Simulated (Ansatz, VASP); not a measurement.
Ge: VASP beside Ansatz

```
CELL_PARAMETERS angstrom
0.00000 2.86614 2.86614
2.86614 0.00000 2.86614
2.86614 2.86614 0.00000
ATOMIC_POSITIONS crystal
Ge 0.00000 0.00000 0.00000
Ge 0.25000 0.25000 0.25000
```

Alike in both runs: task relaxation of cell and atoms; functional PBE; k mesh 10 × 10 × 10; occupations fermi-dirac, width 0.05 eV; no spin polarisation.

|  | VASP | Ansatz |
| --- | --- | --- |
| version | VASP 6.6.1 | Ansatz 0.2.0 |
| potentials or method | VASP PAW PBE potentials, release 64 (Ge_d) | PAW with Ansatz's default frozen-core files, scalar-relativistic |
| plane-wave cutoff (eV) | 600 | 420 |
| valence electrons in the cell | 28 | 28 |

Ansatz gave:

- relaxed volume (Å³/atom): 23.90
- relaxed cell length with the largest relative difference (Å): 4.074

Task: Which values does VASP return?

Result: Relaxed volume (Å³/atom): 23.99; relaxed cell length with the largest relative difference (Å): 4.079.
